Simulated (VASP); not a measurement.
# Co (P6_3/mmc) in VASP: a series of runs

Runs on Co. Level: PBE. Tasks: single point.

All numbers are computed with VASP 6.6.1; they aren't measurements. Logs are shortened: lines on timing, memory, paths and dates and some standing lists are left out, and cuts for length are marked.

### 1 The cell of the first run

Symmetry: P6_3/mmc, No. 194, hexagonal system. The conventional cell has a = 2.494 Å, b = 2.494 Å, c = 4.028 Å, α = 90.00°, β = 90.00°, γ = 120.00°. Co (site symmetry -6m2) has 12 Co at 2.48 to 2.49 Å within 3.3 Å.

### 2 Single point, PBE, collinear spin, ferromagnetic start

The input, INCAR:

```
  PREC = Accurate
  ENCUT = 520
  EDIFF = 1E-6
  ISMEAR = -1
  SIGMA = 0.05
  LREAL = F
  LASPH = T
  NELM = 150
  ALGO = Normal
  ISIF = 2
  LWAVE = F
  LCHARG = F
  ISPIN = 2
  MAGMOM = -1.666 -1.666
  LORBIT = 11
  LMAXMIX = 4
  GGA = PE
  NBANDS = 20
```

The input, KPOINTS:

```
regular mesh
0
Gamma
  24 24 13
```

The input, POSCAR:

```
Co
1.0
    2.4935225139      0.0000000000      0.0000000000
   -1.2467612569      2.1594538420      0.0000000000
    0.0000000000      0.0000000000      4.0277857565
Co
2
Direct
    0.3333333333      0.6666666667      0.2500000000
    0.6666666667      0.3333333333      0.7500000000
```

Potentials or basis: VASP PAW PBE potentials, release 64 (Co).

Launch:

```console
> cat potpaw_PBE.64/Co/POTCAR > POTCAR
> mpirun -np 1 vasp_std > vasp.out
```

OUTCAR:

```text
PREC = Accurate
   ENCUT = 520
   EDIFF = 1E-6
   ISMEAR = -1
   LREAL = F
   LASPH = T
   NELM = 150
   ISIF = 2
   ISPIN = 2
   LORBIT = 11
   GGA = PE

 ion  position               nearest neighbor table
   1  0.333  0.667  0.250-   2 2.48   2 2.48   2 2.48   2 2.48   2 2.48   2 2.48
   2  0.667  0.333  0.750-   1 2.48   1 2.48   1 2.48   1 2.48   1 2.48   1 2.48

  LATTYP: Found a hexagonal cell.
 ALAT       =     2.4935225139
 C/A-ratio  =     1.6152995347

  Lattice vectors:

 A1 = (   2.4935225139,   0.0000000000,   0.0000000000)
 A2 = (  -1.2467612569,   2.1594538420,   0.0000000000)
 A3 = (   0.0000000000,   0.0000000000,   4.0277857565)

Analysis of symmetry for initial positions (statically):
=====================================================================
 Subroutine PRICEL returns:
 Original cell was already a primitive cell.

 Routine SETGRP: Setting up the symmetry group for a
 hexagonal supercell.

 Subroutine GETGRP returns: Found 24 space group operations
 (whereof 12 operations were pure point group operations)
 out of a pool of 24 trial point group operations.

The static configuration has the point symmetry D_3d.
 The point group associated with its full space group is D_6h.

Analysis of symmetry for dynamics (positions and initial velocities):
=====================================================================
 Subroutine PRICEL returns:
 Original cell was already a primitive cell.

 Routine SETGRP: Setting up the symmetry group for a
 hexagonal supercell.

 Subroutine GETGRP returns: Found 24 space group operations
 (whereof 12 operations were pure point group operations)
 out of a pool of 24 trial point group operations.

The dynamic configuration has the point symmetry D_3d.
 The point group associated with its full space group is D_6h.

Analysis of structural, dynamic, and magnetic symmetry:
=====================================================================
 Subroutine PRICEL returns:
 Original cell was already a primitive cell.

 Routine SETGRP: Setting up the symmetry group for a
 hexagonal supercell.

 Subroutine GETGRP returns: Found 24 space group operations
 (whereof 12 operations were pure point group operations)
 out of a pool of 24 trial point group operations.

The overall configuration has the point symmetry D_3d.
 The point group associated with its full space group is D_6h.

 Subroutine INISYM returns: Found 24 space group operations
 (whereof 12 operations are pure point group operations),
 and found     1 'primitive' translations

----------------------------------------------------------------------------------------

                                     Primitive cell

  volume of cell :      21.6882

  direct lattice vectors                    reciprocal lattice vectors
     2.493522514  0.000000000  0.000000000     0.401039090  0.231540027  0.000000000
    -1.246761257  2.159453842  0.000000000     0.000000000  0.463080053  0.000000000
     0.000000000  0.000000000  4.027785757     0.000000000  0.000000000  0.248275370

  length of vectors
     2.493522514  2.493522514  4.027785757     0.463080053  0.463080053  0.248275370

  position of ions in fractional coordinates (direct lattice)
     0.333333333  0.666666667  0.250000000
     0.666666667  0.333333333  0.750000000

  ion indices of the primitive-cell ions
   primitive index   ion index
                 1           1
                 2           2

----------------------------------------------------------------------------------------

 KPOINTS: regular mesh

Automatic generation of k-mesh.
 Grid dimensions read from file:
 generate k-points for:   24   24   13

 Generating k-lattice:

  Cartesian coordinates                     Fractional coordinates (reciprocal lattice)
     0.016709962  0.009647501  0.000000000     0.041666667  0.000000000  0.000000000
     0.000000000  0.019295002  0.000000000     0.000000000  0.041666667  0.000000000
     0.000000000  0.000000000  0.019098105     0.000000000  0.000000000  0.076923077

  Length of vectors
     0.019295002  0.019295002  0.019098105

  Shift w.r.t. Gamma in fractional coordinates (k-lattice)
     0.000000000  0.000000000  0.000000000

 Subroutine IBZKPT returns following result:
 ===========================================

 Found    427 irreducible k-points:

 Following reciprocal coordinates:
            Coordinates               Weight
  0.000000  0.000000  0.000000      1.000000
  0.041667  0.000000  0.000000      6.000000
  0.083333 -0.000000  0.000000      6.000000
  0.125000 -0.000000  0.000000      6.000000
  0.166667 -0.000000  0.000000      6.000000
  0.208333 -0.000000  0.000000      6.000000
[... 16 lines left out ...]
  0.416667  0.041667  0.000000     12.000000
  0.458333  0.041667  0.000000     12.000000
 [... further k-points ...]
   k-points           NKPTS =    427   k-points in BZ     NKDIM =    427   number of bands    NBANDS=     20
   number of dos      NEDOS =    301   number of ions     NIONS =      2
   total plane-waves  NPLWV =  12000
   dimension x,y,z NGX =    20 NGY =   20 NGZ =   30
   dimension x,y,z NGXF=    40 NGYF=   40 NGZF=   60
   ions per type =               2
   NGX,Y,Z   is equivalent  to a cutoff of  13.33, 13.33, 12.38 a.u.
   NGXF,Y,Z  is equivalent  to a cutoff of  26.67, 26.67, 24.76 a.u.
 SYSTEM =  unknown system
   PREC   = accura    normal or accurate (medium, high low for compatibility)
   ISTART =      0    job   : 0-new  1-cont  2-samecut
   ICHARG =      2    charge: 1-file 2-atom 10-const
   ISPIN  =      2    spin polarized calculation?
   LNONCOLLINEAR =      F non collinear calculations
   LSORBIT =      F    spin-orbit coupling
   LASPH  =      T    aspherical Exc in radial PAW
   ENCUT  =  520.0 eV  38.22 Ry    6.18 a.u.   4.64  4.64  7.49*2*pi/ulx,y,z
   NELM   =    150;   NELMIN=  2; NELMDL= -5     # of ELM steps
   EDIFF  = 0.1E-05   stopping-criterion for ELM
   LREAL  =      F    real-space projection
   EDIFFG = 0.1E-04   stopping-criterion for IOM
   NSW    =      0    number of steps for IOM
   IBRION =     -1    ionic relax: 0-MD 1-quasi-New 2-CG
   NFREE  =      0    steps in history (QN), initial steepest desc. (CG)
   ISIF   =      2    stress and relaxation
   ISYM   =      2    0-nonsym 1-usesym 2-fastsym
   POTIM  = 0.5000    time-step for ionic-motion
   TEBEG  =    0.0;   TEEND  =   0.0 temperature during run
   PSTRESS=    0.0 pullay stress
   NELECT =      18.0000    total number of electrons
   NUPDOWN=      -1.0000    fix difference up-down
   EMIN   =  10.00;   EMAX   =-10.00  energy-range for DOS
   EFERMI =   0.00;   METHOD = LEGACY
   ISMEAR =    -1;   SIGMA  =   0.05  broadening in eV -4-tet -1-fermi 0-gaus
   EFERMI_NEDOS =   21; number of points for ismear=-14 and -15
   IALGO  =     38    algorithm
   IMIX   =      4    mixing-type and parameters
     AMIX     =   0.40;   BMIX     =  1.00
     AMIX_MAG =   1.60;   BMIX_MAG =  1.00
  volume/ion in A,a.u.               =      10.84        73.18
  Fermi-wavevector in a.u.,A,eV,Ry     =   1.538477  2.907301 32.203805  2.366913
  Thomas-Fermi vector in A             =   2.644840
   LORBIT       =     11    0 simple, 1 ext, 2 COOP (PROOUT), +10 PAW based schemes
   GGA     = PE    functional components
   LHFCALC =     F    Hartree Fock is set to
   AEXX    =    0.0000 exact exchange contribution
   IVDW    =     0    specifies the selected vdW correction
   LEPSILON=     F    determine dielectric tensor
   LRPA    =     F    only Hartree local field effects (RPA)
 spin polarized calculation
  energy-cutoff  :      520.00
  volume of cell :       21.69
 maximum number of plane-waves:       599
 NGX is ok and might be reduce to    20
   NGX =  9   NGY =  9   NGZ = 15

 number of electron      17.9999996 magnetization      -3.2101667

 Free energy of the ion-electron system (eV)
  ---------------------------------------------------
  ext. energy  EPLUGINS =         0.00000000
  ---------------------------------------------------
  free energy    TOTEN  =       -14.07813147 eV

  energy without entropy =      -14.06348178  energy(sigma->0) =      -14.07080663

 E-fermi :  10.2538     XC(G=0): -13.4069

 val. band max:       10.2488472910   @ k =   0.4167  -0.0000   0.3846
 cond. band min:      10.2542779294   @ k =   0.3333   0.1667   0.4615
 fundamental gap:      0.0054306385
 Fermi energy:        10.2538017955

 spin component 1

 k-point     1 :       0.0000    0.0000    0.0000
  band No.  band energies     occupation
      1       1.3455      1.00000
      2       6.0758      1.00000
      3       9.2866      1.00000
      4       9.3069      1.00000
      5       9.3069      1.00000
      6       9.6739      0.99999
[... 12 lines left out ...]
     19      36.4266      0.00000
     20      36.4266      0.00000
[... 507 lines left out ...]
 k-point    24 :       0.4583    0.0417    0.0000
  band No.  band energies     occupation
      1       6.3805      1.00000
      2       6.7567      1.00000
      3       7.0389      1.00000
      4       8.3671      1.00000
      5       9.1338      1.00000
      6       9.2364      1.00000
[... 12 lines left out ...]
     19      33.2147      0.00000
     20      35.0551      0.00000

 [... further k-points ...]

 spin component 2

 k-point     1 :       0.0000    0.0000    0.0000
  band No.  band energies     occupation
      1       1.3541      1.00000
      2       5.1346      1.00000
      3       7.6577      1.00000
      4       7.6731      1.00000
      5       7.6731      1.00000
      6       7.9860      1.00000
[... 12 lines left out ...]
     19      36.1389      0.00000
     20      36.1389      0.00000
[... 507 lines left out ...]
 k-point    24 :       0.4583    0.0417    0.0000
  band No.  band energies     occupation
      1       5.5111      1.00000
      2       5.5834      1.00000
      3       5.8201      1.00000
      4       7.5010      1.00000
      5       7.6808      1.00000
      6       7.7488      1.00000
[... 12 lines left out ...]
     19      32.7947      0.00000
     20      34.7538      0.00000

 [... further k-points ...]
[... 5 lines left out ...]
  --------------------------------------------------------------------------------------
  -------------------------------------------------------------------------------------
  Total       -0.0585934     -0.0585934     -0.0550765     -0.0000000      0.0000000      0.0000000
  in kB       -4.3284846     -4.3284846     -4.0686815     -0.0000000      0.0000000      0.0000000
  external PRESSURE =      -4.2418835 kB  Pullay stress =       0.0000000 kB

 VOLUME and BASIS-vectors are now :
 -----------------------------------------------------------------------------
  energy-cutoff  :      520.00
  volume of cell :       21.69
      direct lattice vectors                 reciprocal lattice vectors
     2.493522514  0.000000000  0.000000000     0.401039090  0.231540027  0.000000000
    -1.246761257  2.159453842  0.000000000     0.000000000  0.463080053  0.000000000
     0.000000000  0.000000000  4.027785757     0.000000000  0.000000000  0.248275370

 POSITION                                       TOTAL-FORCE (eV/Angst)
 -----------------------------------------------------------------------------------
     -0.00000      1.43964      1.00695         0.000000     -0.000000      0.000000
      1.24676      0.71982      3.02084        -0.000000      0.000000      0.000000
 -----------------------------------------------------------------------------------
    total drift:                               -0.000000      0.000000     -0.000000

  FREE ENERGIE OF THE ION-ELECTRON SYSTEM (eV)
  ---------------------------------------------------
  free  energy   TOTEN  =       -14.0781314696 eV

  energy  without entropy=      -14.0634817823  energy(sigma->0) =      -14.07080663

 total charge

# of ion       s       p       d       tot
------------------------------------------
    1        0.489   0.522   7.264   8.274
    2        0.489   0.522   7.264   8.274
--------------------------------------------------
tot          0.977   1.043  14.527  16.548

 magnetization (x)

# of ion       s       p       d       tot
------------------------------------------
    1        0.015   0.055  -1.696  -1.626
    2        0.015   0.055  -1.696  -1.626
--------------------------------------------------
tot          0.030   0.110  -3.391  -3.252
```

Run time: 3.8 min. Hardware: 1 thread of AMD EPYC 7R13 (Zen 3), shared host; peak memory 0.32 GiB.

Results:

- Free energy: -14.0781 eV
- Pressure: -0.4 GPa
- Net moment: -3.21 μB per cell
- Site moments: Co -1.63 μB
- Valence electrons inside the program's atomic spheres: Co 8.27

Levels at points of the mesh, in eV from the Fermi level:
Spin up:
```tsv
k point	band 3	band 4	band 5	band 6	band 7	band 8	band 9	band 10	band 11	band 12
(0.00, 0.00, 0.00)	-0.97	-0.95	-0.95	-0.58	-0.58	-0.17	-0.17	-0.12	1.06	1.06
(0.50, 0.00, 0.00)	-3.23	-1.85	-1.11	-1.02	-0.60	1.18	1.32	1.35	2.54	4.30
```
Spin down:
```tsv
k point	band 7	band 8	band 9	band 10	band 11	band 12	band 13	band 14	band 15	band 16
(0.00, 0.00, 0.00)	-2.27	-1.93	-1.93	-0.82	-0.82	-0.05	6.38	21.98	24.53	24.53
(0.50, 0.00, 0.00)	-2.17	-0.70	-0.60	-0.54	1.31	3.32	9.71	10.36	12.76	13.98
```

### 3 Single point, PBE, collinear spin, ferromagnetic start (10.84 Å³/atom)

The input, INCAR:

```
PREC = Accurate ; ENCUT = 520
EDIFF = 1E-7 ; ISMEAR = -1
SIGMA = 0.05 ; LREAL = F
LASPH = T ; NELM = 150
ALGO = Normal ; ISIF = 2
LWAVE = F ; LCHARG = F
ISPIN = 2 ; MAGMOM = -1.69 -1.69
LORBIT = 11 ; LMAXMIX = 4
GGA = PE ; NBANDS = 20
```

KPOINTS is that of step 2.

POSCAR is that of step 2.

Potentials or basis: VASP PAW PBE potentials, release 64 (Co).

Launch:

```console
> cat potpaw_PBE.64/Co/POTCAR > POTCAR
> mpirun -np 1 vasp_std > vasp.out
```

Wall time 4.3 min (1 thread of AMD EPYC 7R13 (Zen 3), shared host); peak memory 0.32 GiB.

Results (log left out):

```
Free energy                                           : -14.0781 eV
Pressure                                              : -0.4 GPa
Net moment                                            : -3.21 μB per cell
Site moments                                          : Co -1.63 μB
Valence electrons inside the program's atomic spheres : Co 8.27
```

Levels at points of the mesh, in eV from the Fermi level:
Spin up:
| k point | band 4 | band 5 | band 6 | band 7 | band 8 | band 9 | band 10 | band 11 |
| --- | --- | --- | --- | --- | --- | --- | --- | --- |
| (0.00, 0.00, 0.00) | -0.95 | -0.95 | -0.58 | -0.58 | -0.17 | -0.17 | -0.12 | 1.06 |
| (0.50, 0.00, 0.00) | -1.85 | -1.11 | -1.02 | -0.60 | 1.18 | 1.32 | 1.35 | 2.54 |
Spin down:
```csv
k point,band 9,band 10,band 11,band 12,band 13,band 14
"(0.00, 0.00, 0.00)",-1.93,-0.82,-0.82,-0.05,6.38,21.98
"(0.50, 0.00, 0.00)",-0.60,-0.55,1.31,3.32,9.71,10.36
```

### 4 Single point, PBE, collinear spin, ferromagnetic start (11.71 Å³/atom)

This run uses another cell than the first one, of 11.71 Å³/atom.

The input, INCAR:

```
  PREC = Accurate
  ENCUT = 520
  EDIFF = 1E-6
  ISMEAR = -1
  SIGMA = 0.05
  LREAL = False
  LASPH = True
  NELM = 150
  ALGO = Normal
  ISIF = 2
  LWAVE = False
  LCHARG = False
  ISPIN = 2
  MAGMOM = 1.69 1.69
  LORBIT = 11
  LMAXMIX = 4
  GGA = PE
  NBANDS = 20
```

KPOINTS is that of step 3.

The input, POSCAR:

```
Co
1.0
    2.5583177268      0.0000000000      0.0000000000
   -1.2791588634      2.2155681424      0.0000000000
    0.0000000000      0.0000000000      4.1324490210
Co
2
Direct
    0.3333333333      0.6666666667      0.2500000000
    0.6666666667      0.3333333333      0.7500000000
```

Launch:

```console
> cat potpaw_PBE.64/Co/POTCAR > POTCAR
> mpirun -np 1 vasp_std > vasp.out
```

Wall time 2.6 min (1 thread of Intel Xeon 6975P-C (Granite Rapids), shared host); peak memory 0.36 GiB.

Results (log left out):

| Property | Result |
| --- | --- |
| Free energy | -13.9956 eV |
| Pressure | -13.9 GPa |
| Net moment | 3.31 μB per cell |
| Site moments | Co +1.69 μB |
| Valence electrons inside the program's atomic spheres | Co 8.13 |

Stress tensor (GPa, compression positive):
```
-14.03   0.00   0.00
  0.00 -14.03   0.00
  0.00   0.00 -13.60
```

Levels at points of the mesh, in eV from the Fermi level:
Spin up:
| k point | band 8 | band 9 | band 10 | band 11 | band 12 | band 13 | band 14 | band 15 |
| --- | --- | --- | --- | --- | --- | --- | --- | --- |
| (0.00, 0.00, 0.00) | -1.93 | -1.93 | -0.95 | -0.95 | -0.01 | 5.71 | 21.31 | 23.14 |
| (0.50, 0.00, 0.00) | -0.84 | -0.76 | -0.71 | 1.09 | 2.93 | 9.11 | 9.66 | 12.05 |
Spin down:
| k point | band 3 | band 4 | band 5 | band 6 | band 7 | band 8 | band 9 | band 10 | band 11 | band 12 |
| --- | --- | --- | --- | --- | --- | --- | --- | --- | --- | --- |
| (0.00, 0.00, 0.00) | -0.84 | -0.82 | -0.82 | -0.49 | -0.49 | -0.12 | -0.12 | -0.11 | 0.98 | 0.98 |
| (0.50, 0.00, 0.00) | -2.87 | -1.71 | -0.96 | -0.89 | -0.52 | 1.09 | 1.21 | 1.23 | 2.32 | 3.92 |

Caveat: the cell stands under tension.
